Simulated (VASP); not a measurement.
The system is MoS2.

```
Mo S
1.0
     3.16900    0.00000    0.00000
    -1.58450    2.74443    0.00000
     0.00000    0.00000   12.32400
Mo S
2 4
Cartesian
  1.5845 0.9148 9.2430
  0.0000 1.8296 3.0810
  1.5845 0.9148 4.6461
  0.0000 1.8296 10.8081
  1.5845 0.9148 1.5159
  0.0000 1.8296 7.6779
```

Base run:

| Quantity | Value |
| --- | --- |
| Program | VASP 6.6.1 |
| Functional | PBE |
| Potentials or basis | VASP PAW PBE potentials, release 64 (Mo_sv, S) |
| Cutoff | 520 eV |
| k mesh | 10 × 10 × 3 |
| Occupations | fermi-dirac, width 0.05 eV |
| Spin | no spin polarisation |

Its results: band gap on the k mesh 0.94 eV, indirect (least direct gap 1.87 eV); pressure 1.8 GPa; largest force 0.078 eV/Å.

Question: After a change of settings the same cell gave: band gap on the k mesh 0.94 eV, indirect (least direct gap 1.87 eV); pressure -2.0 GPa; largest force 0.075 eV/Å. Which change was it?
A. functional from PBE to RPBE; dispersion from none to D3(BJ)
B. functional from PBE to RPBE; further incar settings from ALGO = Normal; EDIFF = 1e-06; NBANDS = 35 to ALGO = Normal; EDIFF = 1e-07; NBANDS = 35
C. dispersion from none to D3(BJ)
D. functional from PBE to BLYP

Answer: C.

Dispersion adds attraction, which lowers the pressure at fixed volume and, as a term added to the energy, leaves the levels alone.

Caveats: this functional lacks dispersion, which binds the layers, so the pressure and a relaxed spacing across them are unreliable (some runs).
